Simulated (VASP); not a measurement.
# H (Cmcm) in VASP: further runs, part 2 of 2

VASP 6.6.1. The steps go on from the part before.

## Step 3: Single point, LDA

This run uses another cell than the first one, of the same volume but with other edges.

Input file INCAR:

```
ALGO = Normal ; EDIFF = 1E-6
ENCUT = 520 ; GGA = CA
ISIF = 2 ; ISMEAR = 0
LASPH = True ; LCHARG = True
LELF = True ; LREAL = False
LVHAR = True ; LWAVE = False
NBANDS = 10 ; NELM = 80
PREC = Accurate ; SIGMA = 0.05
```

Input file KPOINTS:

```
k-points
0
Gamma
  10 10 4
```

Input file POSCAR:

```
H
1.0
    1.6219379860     -2.6876210365      0.0000000000
    1.6219379860      2.6876210365      0.0000000000
    0.0000000000      0.0000000000      6.5225116231
H
4
Direct
    0.5678085000      0.4321915000      0.9995149500
    0.4321915000      0.5678085000      0.0004850500
    0.4321915000      0.5678085000      0.4995149500
    0.5678085000      0.4321915000      0.5004850500
```

Potentials or basis: VASP PAW LDA potentials, release 64 (H).

Command:

```bash
$ cat potpaw_LDA.64/H/POTCAR > POTCAR
$ mpirun -np 1 vasp_std > vasp.out
```

OUTCAR:

```text
EDIFF = 1E-6
   ENCUT = 520
   GGA = CA
   ISIF = 2
   ISMEAR = 0
   LASPH = True
   LREAL = False
   NELM = 80
   PREC = Accurate

 ion  position               nearest neighbor table
   1  0.568  0.432  1.000-   2 0.73
   2  0.432  0.568  0.000-   1 0.73
   3  0.432  0.568  0.500-   4 0.73
   4  0.568  0.432  0.500-   3 0.73

  LATTYP: Found a base centered orthorhombic cell.
[... 512 lines left out ...]

  FORCE on cell =-STRESS in cart. coord.  units (eV):
  Direction    XX          YY          ZZ          XY          YZ          ZX
  --------------------------------------------------------------------------------------
  -------------------------------------------------------------------------------------
  Total       -0.2054119      1.8296028     -0.1578037      0.0000000      0.0000000      0.0000000
  in kB       -5.7874735     51.5490031     -4.4461142      0.0000000      0.0000000      0.0000000
  external PRESSURE =      13.7718051 kB  Pullay stress =       0.0000000 kB

 VOLUME and BASIS-vectors are now :
 -----------------------------------------------------------------------------
  energy-cutoff  :      520.00
  volume of cell :       56.87
      direct lattice vectors                 reciprocal lattice vectors
     1.621937986 -2.687621036  0.000000000     0.308273192 -0.186038133  0.000000000
     1.621937986  2.687621036  0.000000000     0.308273192  0.186038133  0.000000000
     0.000000000  0.000000000  6.522511623     0.000000000  0.000000000  0.153315173

 POSITION                                       TOTAL-FORCE (eV/Angst)
 -----------------------------------------------------------------------------------
      1.62194     -0.36449      6.51935         0.000000     -1.449343     -0.012772
      1.62194      0.36449      0.00316         0.000000      1.449343      0.012772
      1.62194      0.36449      3.25809         0.000000      1.449343     -0.012772
      1.62194     -0.36449      3.26442         0.000000     -1.449343      0.012772
 -----------------------------------------------------------------------------------
    total drift:                                0.000000      0.000000     -0.000000

  FREE ENERGIE OF THE ION-ELECTRON SYSTEM (eV)
  ---------------------------------------------------
  free  energy   TOTEN  =       -13.4631570870 eV

  energy  without entropy=      -13.4631570870  energy(sigma->0) =      -13.46315709
```

It took 50 s on 1 thread of Intel Xeon 6975P-C, shared host; peak memory 0.16 GiB.

Results:

* Free energy: -13.4632 eV
* Pressure: 1.4 GPa
* Largest force: 1.449 eV/Å
* Band gap on the k mesh: 8.01 eV

Forces on the atoms (eV/Å):
```
H    0.000 -1.449 -0.013
H    0.000  1.449  0.013
H    0.000  1.449 -0.013
H    0.000 -1.449  0.013
```

Levels at points of the mesh, in eV from the valence-band top:
```
           k point  band 1  band 2  band 3  band 4  band 5  band 6  band 7
(0.00, 0.00, 0.00)   -2.03   -1.40    8.64   11.85   16.56   17.21   17.31
(0.50, 0.00, 0.00)   -0.73   -0.30    8.86   10.93   12.74   14.34   15.59
(0.50, 0.50, 0.00)   -0.42   -0.02    8.01    9.72   13.27   14.38   15.16
(0.00, 0.00, 0.50)   -1.73   -1.73   10.10   10.10   16.48   16.48   17.54
(0.50, 0.00, 0.50)   -0.52   -0.52    9.61    9.61   14.12   14.12   16.27
(0.50, 0.50, 0.50)   -0.22   -0.22    8.68    8.68   14.39   14.39   17.10
```

Caveat: forces of over 1 eV/Å act on the atoms, so gaps and moduli don't describe the material at rest.

## Step 4: Single point, LDA

This run uses another cell than the first one, of the same volume but with other edges.

Input file INCAR:

```
SYSTEM = H
PREC = Accurate
ENCUT = 520
EDIFF = 1E-6
ISMEAR = 0
SIGMA = 0.05
LREAL = .False.
LASPH = .True.
NELM = 80
ALGO = Normal
ISIF = 2
LWAVE = .False.
LCHARG = .False.
GGA = CA
NBANDS = 10
```

Input file KPOINTS:

```
regular mesh
0
Gamma
  10 10 4
  0 0 0
```

Input file POSCAR:

```
H
1.0
    1.7758271134     -2.9426219425      0.0000000000
    1.7758271134      2.9426219425      0.0000000000
    0.0000000000      0.0000000000      5.4410408559
H
4
Direct
    0.5678085000      0.4321915000      0.9995149500
    0.4321915000      0.5678085000      0.0004850500
    0.4321915000      0.5678085000      0.4995149500
    0.5678085000      0.4321915000      0.5004850500
```

Command:

```bash
$ cat potpaw_LDA.64/H/POTCAR > POTCAR
$ mpirun -np 1 vasp_std > vasp.out
```

Wall time 64 s (1 thread of Intel Xeon 6975P-C, shared host); peak memory 0.16 GiB.

Results (log left out):

```yaml
Free_energy: -13.4610 eV
Pressure: -1.7 GPa
Largest_force: 0.872 eV/Å
Band_gap_on_the_k_mesh: 6.62 eV
```

Forces on the atoms (eV/Å):
```
H    0.000  0.872  0.005
H    0.000 -0.872 -0.005
H    0.000 -0.872  0.005
H    0.000  0.872 -0.005
```

Stress tensor (GPa, compression positive):
```
-0.60  0.00  0.00
 0.00 -4.78  0.00
 0.00  0.00  0.33
```

Levels at points of the mesh, in eV from the valence-band top:
```tsv
k point	band 1	band 2	band 3	band 4	band 5
(0.00, 0.00, 0.00)	-2.39	-0.84	8.91	11.39	13.71
(0.50, 0.00, 0.00)	-1.45	-0.20	7.54	11.12	11.94
(0.50, 0.50, 0.00)	-1.21	0.00	6.62	9.82	12.43
(0.00, 0.00, 0.50)	-1.71	-1.71	10.69	10.69	14.48
(0.50, 0.00, 0.50)	-0.88	-0.88	8.71	8.71	13.85
(0.50, 0.50, 0.50)	-0.66	-0.66	7.73	7.73	13.87
```

 A k mesh can miss the band edges.

## Step 5: Single point, LDA

This run uses another cell than the first one, of the same volume but with other edges.

Input file INCAR:

```
SYSTEM = H
PREC     = Accurate       ! precision mode
ENCUT    = 520            ! plane-wave cutoff, eV
EDIFF    = 1E-7           ! SCF threshold, eV
ISMEAR   = 0              ! smearing method
SIGMA    = 0.05           ! smearing width, eV
LREAL    = .False.        ! projectors in reciprocal space
LASPH    = .True.         ! aspherical terms in the spheres
NELM     = 60             ! most SCF steps
ALGO     = Normal         ! electronic algorithm
ISIF     = 2              ! what is computed and relaxed
LWAVE    = .False.        ! write WAVECAR
LCHARG   = .False.        ! write CHGCAR
GGA      = CA             ! functional
NBANDS   = 10             ! bands
```

KPOINTS is that of step 4.

Input file POSCAR:

```
H
1.0
    1.5104843412     -2.5029375511      0.0000000000
    1.5104843412      2.5029375511      0.0000000000
    0.0000000000      0.0000000000      7.5205724111
H
4
Direct
    0.5678085000      0.4321915000      0.9995149500
    0.4321915000      0.5678085000      0.0004850500
    0.4321915000      0.5678085000      0.4995149500
    0.5678085000      0.4321915000      0.5004850500
```

Command:

```bash
$ cat potpaw_LDA.64/H/POTCAR > POTCAR
$ mpirun -np 1 vasp_std > vasp.out
```

Run time: 57 s. Hardware: 1 thread of Intel Xeon 6975P-C, shared host; peak memory 0.17 GiB.

It converged, with:

```
Free energy            : -13.2136 eV
Pressure               : 4.5 GPa
Largest force          : 3.848 eV/Å
Band gap on the k mesh : 8.50 eV
```

Forces on the atoms (eV/Å):
```
H    0.000 -3.848 -0.042
H    0.000  3.848  0.042
H    0.000  3.848 -0.042
H    0.000 -3.848  0.042
```

Stress tensor (GPa, compression positive):
```
-0.44  0.00  0.00
 0.00 14.14  0.00
 0.00  0.00 -0.34
```

Levels at points of the mesh, in eV from the valence-band top:
```csv
k point,band 1,band 2,band 3,band 4,band 5,band 6,band 7
"(0.00, 0.00, 0.00)",-2.22,-1.95,8.50,11.40,14.53,16.96,19.89
"(0.50, 0.00, 0.00)",-0.55,-0.41,9.66,10.85,13.50,14.75,16.14
"(0.50, 0.50, 0.00)",-0.17,-0.04,8.83,9.74,14.05,14.91,15.96
"(0.00, 0.00, 0.50)",-2.09,-2.09,9.59,9.59,16.21,16.21,20.02
"(0.50, 0.00, 0.50)",-0.48,-0.48,10.14,10.14,14.50,14.50,16.63
"(0.50, 0.50, 0.50)",-0.11,-0.11,9.22,9.22,14.90,14.90,16.70
```

Caveat: forces of over 1 eV/Å act on the atoms, so gaps and moduli don't describe the material at rest. A k mesh can miss the band edges.

## Step 6: Summary

| cell | gap on the mesh (eV) | pressure (GPa) | largest force (eV/Å) |
| --- | --- | --- | --- |
| a = 3.234, b = 3.234, c = 6.144 Å, angles 90.0, 90.0, 117.8°, 4 atoms | 7.60 | 0.2 | 0.61 |
| a = 3.139, b = 3.139, c = 6.523 Å, angles 90.0, 90.0, 117.8°, 4 atoms | 8.01 | 1.4 | 1.45 |
| a = 3.437, b = 3.437, c = 5.441 Å, angles 90.0, 90.0, 117.8°, 4 atoms | 6.62 | -1.7 | 0.87 |
| a = 2.923, b = 2.923, c = 7.521 Å, angles 90.0, 90.0, 117.8°, 4 atoms | 8.50 | 4.5 | 3.85 |

Alike in all rows: task single point; level LDA; potentials or basis VASP PAW LDA potentials, release 64 (H); no spin polarisation; k mesh 10 × 10 × 4; cutoff (eV) 520; smearing gaussian 0.05 eV.

Caveats: forces of over 1 eV/Å act on the atoms, so gaps and moduli don't describe the material at rest (some runs).

Total energies depend on the potentials used, so only differences within one code and one set of settings carry meaning.
